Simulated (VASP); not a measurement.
# CdS (Immm) in VASP: further runs

The runs below take CdS through single point, relaxation of cell and atoms, with PBE.

Everything below comes from runs of VASP 6.6.1. Logs are shortened: lines on timing, memory, paths and dates and some standing lists are left out, and cuts for length are marked.

**1. The cell of the first run**

Symmetry: Immm, No. 71, orthorhombic system. The conventional cell has a = 3.699 Å, b = 4.153 Å, c = 6.828 Å, α = 90.00°, β = 90.00°, γ = 90.00°. Cd (site symmetry mmm) has 2 S at 2.08 Å within 2.7 Å. S (site symmetry mmm) has 2 Cd at 2.08 Å within 2.7 Å.

**2. Single point, PBE**

Contents of INCAR:

```
SYSTEM = CdS
ALGO = Normal
EDIFF = 1E-6
ENCUT = 520
GGA = PE
ISIF = 2
ISMEAR = 0
LASPH = .True.
LCHARG = .False.
LREAL = .False.
LWAVE = .False.
NBANDS = 16
NELM = 100
PREC = Accurate
SIGMA = 0.1
```

Contents of KPOINTS:

```
k-points
0
Gamma
  6 6 6
  0 0 0
```

Contents of POSCAR:

```
CdS
1.0
   -1.8496469400      2.0764155000      3.4140901000
    1.8496469400     -2.0764155000      3.4140901000
    1.8496469400      2.0764155000     -3.4140901000
Cd S
1 1
Direct
    0.0000000000      0.0000000000      0.0000000000
    0.5000000000      0.0000000000      0.5000000000
```

Potentials or basis: VASP PAW PBE potentials, release 64 (Cd, S).

Started as:

```console
> cat potpaw_PBE.64/Cd/POTCAR potpaw_PBE.64/S/POTCAR > POTCAR
> mpirun -np 1 vasp_std > vasp.out
```

OUTCAR:

```text
SYSTEM = CdS
   EDIFF = 1E-6
   ENCUT = 520
   GGA = PE
   ISIF = 2
   ISMEAR = 0
   LASPH = .True.
   LREAL = .False.
   NELM = 100
   PREC = Accurate

 ion  position               nearest neighbor table
   1  0.000  0.000  0.000-   2 2.08   2 2.08
   2  0.500  0.000  0.500-   1 2.08   1 2.08

  LATTYP: Found a body centered orthorhombic cell.
 ALAT       =     3.6992938800
 B/A-ratio  =     1.1226009976
 C/A-ratio  =     1.8458063678

  Lattice vectors:

 A1 = (  -1.8496469400,   2.0764155000,   3.4140901000)
 A2 = (   1.8496469400,  -2.0764155000,   3.4140901000)
 A3 = (   1.8496469400,   2.0764155000,  -3.4140901000)

Analysis of symmetry for initial positions (statically):
=====================================================================
 Subroutine PRICEL returns:
 Original cell was already a primitive cell.

 Routine SETGRP: Setting up the symmetry group for a
 body centered orthorhombic supercell.

 Subroutine GETGRP returns: Found  8 space group operations
 (whereof  8 operations were pure point group operations)
 out of a pool of  8 trial point group operations.

The static configuration has the point symmetry D_2h.

Analysis of symmetry for dynamics (positions and initial velocities):
=====================================================================
 Subroutine PRICEL returns:
 Original cell was already a primitive cell.

 Routine SETGRP: Setting up the symmetry group for a
 body centered orthorhombic supercell.

 Subroutine GETGRP returns: Found  8 space group operations
 (whereof  8 operations were pure point group operations)
 out of a pool of  8 trial point group operations.

The dynamic configuration has the point symmetry D_2h.

 Subroutine INISYM returns: Found  8 space group operations
 (whereof  8 operations are pure point group operations),
 and found     1 'primitive' translations

----------------------------------------------------------------------------------------

                                     Primitive cell

  volume of cell :      52.4491

  direct lattice vectors                    reciprocal lattice vectors
    -1.849646940  2.076415500  3.414090100     0.000000000  0.240799589  0.146451905
     1.849646940 -2.076415500  3.414090100     0.270321859  0.000000000  0.146451905
     1.849646940  2.076415500 -3.414090100     0.270321859  0.240799589  0.000000000

  length of vectors
     4.403260876  4.403260876  4.403260876     0.281837902  0.307444415  0.362019820

  position of ions in fractional coordinates (direct lattice)
     0.000000000  0.000000000  0.000000000
     0.500000000  0.000000000  0.500000000

  ion indices of the primitive-cell ions
   primitive index   ion index
                 1           1
                 2           2

----------------------------------------------------------------------------------------

 KPOINTS: k-points

Automatic generation of k-mesh.
 Grid dimensions read from file:
 generate k-points for:    6    6    6

 Generating k-lattice:

  Cartesian coordinates                     Fractional coordinates (reciprocal lattice)
     0.000000000  0.040133265  0.024408651     0.166666667  0.000000000  0.000000000
     0.045053643  0.000000000  0.024408651     0.000000000  0.166666667 -0.000000000
     0.045053643  0.040133265  0.000000000     0.000000000 -0.000000000  0.166666667

  Length of vectors
     0.046972984  0.051240736  0.060336637

  Shift w.r.t. Gamma in fractional coordinates (k-lattice)
     0.000000000  0.000000000  0.000000000

 Subroutine IBZKPT returns following result:
 ===========================================

 Found     46 irreducible k-points:

 Following reciprocal coordinates:
            Coordinates               Weight
  0.000000  0.000000  0.000000      1.000000
  0.166667 -0.000000  0.000000      4.000000
  0.333333  0.000000  0.000000      4.000000
  0.500000 -0.000000  0.000000      2.000000
  0.000000  0.166667  0.000000      4.000000
  0.166667  0.166667  0.000000      8.000000
[... 16 lines left out ...]
 -0.166667  0.166667  0.166667      2.000000
  0.166667  0.333333  0.166667      4.000000
 [... further k-points ...]
   k-points           NKPTS =     46   k-points in BZ     NKDIM =     46   number of bands    NBANDS=     16
   number of dos      NEDOS =    301   number of ions     NIONS =      2
   total plane-waves  NPLWV =  46656
   dimension x,y,z NGX =    36 NGY =   36 NGZ =   36
   dimension x,y,z NGXF=    72 NGYF=   72 NGZF=   72
   ions per type =               1   1
   NGX,Y,Z   is equivalent  to a cutoff of  13.59, 13.59, 13.59 a.u.
   NGXF,Y,Z  is equivalent  to a cutoff of  27.18, 27.18, 27.18 a.u.
 SYSTEM =  CdS
   PREC   = accura    normal or accurate (medium, high low for compatibility)
   ISTART =      0    job   : 0-new  1-cont  2-samecut
   ICHARG =      2    charge: 1-file 2-atom 10-const
   ISPIN  =      1    spin polarized calculation?
   LNONCOLLINEAR =      F non collinear calculations
   LSORBIT =      F    spin-orbit coupling
   LASPH  =      T    aspherical Exc in radial PAW
   ENCUT  =  520.0 eV  38.22 Ry    6.18 a.u.   8.19  8.19  8.19*2*pi/ulx,y,z
   NELM   =    100;   NELMIN=  2; NELMDL= -5     # of ELM steps
   EDIFF  = 0.1E-05   stopping-criterion for ELM
   LREAL  =      F    real-space projection
   EDIFFG = 0.1E-04   stopping-criterion for IOM
   NSW    =      0    number of steps for IOM
   IBRION =     -1    ionic relax: 0-MD 1-quasi-New 2-CG
   NFREE  =      0    steps in history (QN), initial steepest desc. (CG)
   ISIF   =      2    stress and relaxation
   ISYM   =      2    0-nonsym 1-usesym 2-fastsym
   POTIM  = 0.5000    time-step for ionic-motion
   TEBEG  =    0.0;   TEEND  =   0.0 temperature during run
   PSTRESS=    0.0 pullay stress
   NELECT =      18.0000    total number of electrons
   NUPDOWN=      -1.0000    fix difference up-down
   EMIN   =  10.00;   EMAX   =-10.00  energy-range for DOS
   EFERMI =   0.00;   METHOD = LEGACY
   ISMEAR =     0;   SIGMA  =   0.10  broadening in eV -4-tet -1-fermi 0-gaus
   EFERMI_NEDOS =   21; number of points for ismear=-14 and -15
   IALGO  =     38    algorithm
   IMIX   =      4    mixing-type and parameters
     AMIX     =   0.40;   BMIX     =  1.00
     AMIX_MAG =   1.60;   BMIX_MAG =  1.00
  volume/ion in A,a.u.               =      26.22       176.97
  Fermi-wavevector in a.u.,A,eV,Ry     =   1.146180  2.165967 17.874375  1.313729
  Thomas-Fermi vector in A             =   2.282866
   LORBIT       =      0    0 simple, 1 ext, 2 COOP (PROOUT), +10 PAW based schemes
   GGA     = PE    functional components
   LHFCALC =     F    Hartree Fock is set to
   AEXX    =    0.0000 exact exchange contribution
   IVDW    =     0    specifies the selected vdW correction
   LEPSILON=     F    determine dielectric tensor
   LRPA    =     F    only Hartree local field effects (RPA)
 non-spin polarized calculation
 Gauss-broadening in eV      SIGMA  =   0.10
  energy-cutoff  :      520.00
  volume of cell :       52.45
 maximum number of plane-waves:      1428
 NGX is ok and might be reduce to    36
   NGX = 17   NGY = 17   NGZ = 17

 number of electron      17.9999997 magnetization

 Free energy of the ion-electron system (eV)
  ---------------------------------------------------
  ext. energy  EPLUGINS =         0.00000000
  ---------------------------------------------------
  free energy    TOTEN  =        -3.52934379 eV

  energy without entropy =       -3.52934373  energy(sigma->0) =       -3.52934376

 E-fermi :   2.0587     XC(G=0):  -8.8659

 val. band max:        1.7351621917   @ k =   0.5000  -0.0000   0.0000
 cond. band min:       2.3595676924   @ k =   0.0000   0.0000   0.0000
 fundamental gap:      0.6244055006
 Fermi energy:         2.0587085785

 k-point     1 :       0.0000    0.0000    0.0000
  band No.  band energies     occupation
      1     -12.9332      2.00000
      2      -7.6433      2.00000
      3      -7.5827      2.00000
      4      -7.2864      2.00000
      5      -7.1615      2.00000
      6      -6.6741      2.00000
[... 8 lines left out ...]
     15      11.5502      0.00000
     16      12.4896      0.00000

 k-point     2 :       0.1667   -0.0000    0.0000
  band No.  band energies     occupation
      1     -12.6359      2.00000
      2      -7.6958      2.00000
      3      -7.6307      2.00000
      4      -7.3040      2.00000
      5      -7.1532      2.00000
      6      -7.1247      2.00000
[... 8 lines left out ...]
     15      12.0317      0.00000
     16      12.6514      0.00000

 k-point     3 :       0.3333    0.0000    0.0000
  band No.  band energies     occupation
      1     -11.7956      2.00000
      2      -8.4558      2.00000
      3      -7.8013      2.00000
      4      -7.7236      2.00000
      5      -7.2779      2.00000
      6      -7.1361      2.00000
[... 8 lines left out ...]
     15      12.7386      0.00000
     16      12.8934      0.00000

 k-point     4 :       0.5000   -0.0000    0.0000
  band No.  band energies     occupation
      1     -10.9346      2.00000
      2      -9.5736      2.00000
      3      -7.8550      2.00000
      4      -7.7685      2.00000
      5      -7.2793      2.00000
      6      -7.1273      2.00000
[... 8 lines left out ...]
     15      12.5319      0.00000
     16      13.0968      0.00000

 k-point     5 :       0.0000    0.1667    0.0000
  band No.  band energies     occupation
      1     -12.8792      2.00000
      2      -7.6318      2.00000
      3      -7.6031      2.00000
      4      -7.2367      2.00000
      5      -7.1784      2.00000
      6      -6.5407      2.00000
[... 8 lines left out ...]
     15      11.7799      0.00000
     16      12.0016      0.00000

 k-point     6 :       0.1667    0.1667    0.0000
  band No.  band energies     occupation
      1     -12.5699      2.00000
      2      -7.6819      2.00000
      3      -7.6576      2.00000
      4      -7.2449      2.00000
      5      -7.1765      2.00000
      6      -6.9886      2.00000
[... 8 lines left out ...]
     15      12.2413      0.00000
     16      13.6714      0.00000

 k-point     7 :       0.3333    0.1667    0.0000
  band No.  band energies     occupation
      1     -11.7256      2.00000
      2      -8.4080      2.00000
      3      -7.7897      2.00000
      4      -7.7547      2.00000
      5      -7.2342      2.00000
      6      -7.1486      2.00000
[... 8 lines left out ...]
     15      13.0203      0.00000
     16      13.8157      0.00000

 k-point     8 :       0.5000    0.1667    0.0000
  band No.  band energies     occupation
      1     -10.8726      2.00000
      2      -9.5691      2.00000
      3      -7.8462      2.00000
      4      -7.8091      2.00000
      5      -7.2314      2.00000
      6      -7.1488      2.00000
[... 8 lines left out ...]
     15      12.4315      0.00000
     16      12.8742      0.00000

 k-point     9 :      -0.3333    0.1667    0.0000
  band No.  band energies     occupation
      1     -11.7650      2.00000
      2      -8.4395      2.00000
      3      -7.7977      2.00000
      4      -7.7575      2.00000
      5      -7.2304      2.00000
      6      -7.1607      2.00000
[... 8 lines left out ...]
     15      11.9125      0.00000
     16      14.4546      0.00000
[... 172 lines left out ...]
 k-point    19 :       0.3333    0.5000    0.0000
  band No.  band energies     occupation
      1     -11.5882      2.00000
      2      -8.2964      2.00000
      3      -7.8848      2.00000
      4      -7.7733      2.00000
      5      -7.2143      2.00000
      6      -7.0954      2.00000
[... 8 lines left out ...]
     15      12.4509      0.00000
     16      14.0895      0.00000

 k-point    20 :       0.5000    0.5000    0.0000
  band No.  band energies     occupation
      1     -10.6645      2.00000
      2      -9.5559      2.00000
      3      -7.9499      2.00000
      4      -7.8314      2.00000
      5      -7.2097      2.00000
      6      -7.0941      2.00000
[... 8 lines left out ...]
     15      11.9328      0.00000
     16      13.1797      0.00000

 k-point    21 :       0.1667    0.1667    0.1667
  band No.  band energies     occupation
      1     -11.6481      2.00000
      2      -8.3531      2.00000
      3      -7.8349      2.00000
      4      -7.7785      2.00000
      5      -7.1981      2.00000
      6      -7.1369      2.00000
[... 8 lines left out ...]
     15      12.6172      0.00000
     16      13.9231      0.00000

 k-point    22 :       0.3333    0.1667    0.1667
  band No.  band energies     occupation
      1     -10.7380      2.00000
      2      -9.5603      2.00000
      3      -7.8979      2.00000
      4      -7.8307      2.00000
      5      -7.1910      2.00000
      6      -7.1400      2.00000
[... 8 lines left out ...]
     15      12.8420      0.00000
     16      12.9368      0.00000

 k-point    23 :      -0.1667    0.1667    0.1667
  band No.  band energies     occupation
      1     -12.7862      2.00000
      2      -7.6505      2.00000
      3      -7.6138      2.00000
      4      -7.2209      2.00000
      5      -7.1449      2.00000
      6      -6.2693      2.00000
[... 8 lines left out ...]
     15      11.0046      0.00000
     16      11.0205      0.00000

 k-point    24 :       0.1667    0.3333    0.1667
  band No.  band energies     occupation
      1     -11.5887      2.00000
      2      -8.2993      2.00000
      3      -7.8832      2.00000
      4      -7.7671      2.00000
      5      -7.2134      2.00000
      6      -7.0943      2.00000
[... 8 lines left out ...]
     15      13.5653      0.00000
     16      15.1935      0.00000

 [... further k-points ...]
[... 5 lines left out ...]
  --------------------------------------------------------------------------------------
  -------------------------------------------------------------------------------------
  Total        1.5609573     20.1012792     -0.4674381      0.0000000      0.0000000      0.0000000
  in kB       47.6829964    614.0393563    -14.2789611      0.0000000      0.0000000      0.0000000
  external PRESSURE =     215.8144639 kB  Pullay stress =       0.0000000 kB

 VOLUME and BASIS-vectors are now :
 -----------------------------------------------------------------------------
  energy-cutoff  :      520.00
  volume of cell :       52.45
      direct lattice vectors                 reciprocal lattice vectors
    -1.849646940  2.076415500  3.414090100     0.000000000  0.240799589  0.146451905
     1.849646940 -2.076415500  3.414090100     0.270321859  0.000000000  0.146451905
     1.849646940  2.076415500 -3.414090100     0.270321859  0.240799589  0.000000000

 POSITION                                       TOTAL-FORCE (eV/Angst)
 -----------------------------------------------------------------------------------
      0.00000      0.00000      0.00000        -0.000000     -0.000000      0.000000
      0.00000      2.07642      0.00000         0.000000      0.000000     -0.000000
 -----------------------------------------------------------------------------------
    total drift:                                0.000000     -0.000000     -0.000000

  FREE ENERGIE OF THE ION-ELECTRON SYSTEM (eV)
  ---------------------------------------------------
  free  energy   TOTEN  =        -3.5293437928 eV

  energy  without entropy=       -3.5293437291  energy(sigma->0) =       -3.52934376
```

Wall time 39 s (1 thread of Intel Xeon Platinum 8124M at 3.00GHz (Skylake/Cascade Lake), shared host); peak memory 0.22 GiB.

What came out:

- Free energy: -3.5293 eV
- Pressure: 21.6 GPa
- Band gap on the k mesh: 0.62 eV, indirect (least direct gap 1.71 eV)

Stress tensor (GPa, compression positive):
```
 4.77  0.00  0.00
 0.00 61.40  0.00
 0.00  0.00 -1.43
```

A k mesh can miss the band edges. A hybrid or GW would open this gap; PBE tends to underestimate it.

**3. Relaxation of cell and atoms, PBE**

Contents of INCAR:

```
SYSTEM = CdS
  PREC = Accurate
  ENCUT = 600
  EDIFF = 1E-6
  ISMEAR = 0
  SIGMA = 0.1
  LREAL = .FALSE.
  LASPH = .TRUE.
  NELM = 80
  ALGO = Normal
  ISIF = 3
  LWAVE = .FALSE.
  LCHARG = .FALSE.
  GGA = PE
  IBRION = 2
  NSW = 90
  EDIFFG = -0.04
```

Contents of KPOINTS:

```
regular mesh
0
G
  6 6 6
  0 0 0
```

POSCAR is that of step 2.

Potentials or basis: VASP PAW PBE potentials, release 64 (Cd, S).

Started as:

```console
> cat potpaw_PBE.64/Cd/POTCAR potpaw_PBE.64/S/POTCAR > POTCAR
> mpirun -np 1 vasp_std > vasp.out
```

Run time: 9.3 min. Hardware: 1 thread of Intel Xeon Platinum 8124M at 3.00GHz (Skylake/Cascade Lake), shared host; peak memory 0.24 GiB.

It converged, with:

| Item | Value |
| --- | --- |
| Free energy | -5.8633 eV |
| Relaxed volume | 20.85 Å³/atom |
| Relaxed cell | a = 3.889 Å, b = 3.889 Å, c = 3.889 Å, α = 120.05°, β = 90.28°, γ = 119.63° |
| Space group after relaxing (to 0.05 Å) | Fm-3m (No. 225) |
| Energy gained by relaxing | 1166.9 meV/atom |
| Ionic steps | 27 |
| Pressure after relaxing | -0.1 GPa |
| Band gap on the k mesh | 0.22 eV, indirect (least direct gap 1.50 eV) |

Stress tensor (GPa, compression positive):
```
 0.10  0.00  0.00
 0.00 -0.04  0.00
 0.00  0.00 -0.23
```

Step by step:
```
step  energy change (eV)  largest force (eV/Å)  pressure (GPa)  volume (Å³)
   1              0.0000                0.0000           21.53        52.45
   2              0.2099                0.0000           -7.96        79.82
   3             -0.3294                0.0000           -7.91        73.03
   4             -0.7114                0.0000           -6.98        68.09
   5             -1.0898                0.0000           -1.10        60.22
   6             -1.0898                0.0000           -1.31        60.37
   7             -1.1591                0.0000           -1.45        58.87
   8             -1.4001                0.0000           -1.39        54.42
   9             -1.9703                0.0000            2.96        44.41
  10             14.7695                0.0000          371.46        19.84
  11             -1.9838                0.0000            3.31        44.05
  12             -2.0368                0.0000            9.36        39.51
  13             -2.0484                0.0000            7.26        40.79
  14             -2.0663                0.0000            7.11        40.64
  15             -2.1074                0.0000            6.91        40.17
  16             -2.1230                0.0000            7.15        39.11
  17             -2.1287                0.0000            6.98        39.40
  18             -2.1529                0.0000            6.04        39.75
  19             -2.2106                0.0000            3.41        40.81
  20             -2.2659                0.0000           -0.85        42.95
  21             -2.2687                0.0000           -1.79        43.51
  22             -2.2789                0.0000           -1.65        43.30
  23             -2.3051                0.0000           -1.05        42.64
  24             -2.3312                0.0000            0.69        41.31
  25             -2.3314                0.0000            0.98        41.12
  26             -2.3335                0.0000            0.40        41.44
  27             -2.3339                0.0000           -0.06        41.69
```

Final structure:
```xyz
2
Lattice="-1.9431 2.7433 1.9553 1.9431 -2.7433 1.9553 1.9431 2.7433 -1.9553" Properties=species:S:1:pos:R:3 pbc="T T T"
Cd    0.0000    0.0000    0.0000
S     0.0000    2.7433    0.0000
```

Levels at points of the mesh, in eV from the valence-band top:
| k point | band 5 | band 6 | band 7 | band 8 | band 9 | band 10 | band 11 | band 12 | band 13 |
| --- | --- | --- | --- | --- | --- | --- | --- | --- | --- |
| (0.00, 0.00, 0.00) | -7.59 | -7.59 | -0.73 | -0.73 | -0.68 | 0.82 | 9.16 | 9.23 | 9.25 |
| (0.50, 0.00, 0.00) | -7.40 | -7.40 | -4.79 | -0.01 | 0.00 | 3.54 | 5.93 | 5.94 | 6.66 |
| (0.00, 0.50, 0.00) | -7.34 | -6.69 | -4.12 | -2.09 | -2.04 | 0.24 | 6.06 | 9.71 | 11.08 |
| (0.50, 0.50, 0.00) | -7.40 | -7.40 | -4.76 | -0.04 | -0.01 | 3.50 | 5.85 | 5.93 | 6.65 |
| (0.50, 0.50, 0.50) | -7.34 | -6.68 | -4.13 | -2.11 | -2.05 | 0.22 | 6.04 | 9.76 | 11.11 |

Caveat: the volume moved by over 15 % at a fixed basis, so the end points are rough. A k mesh can miss the band edges.
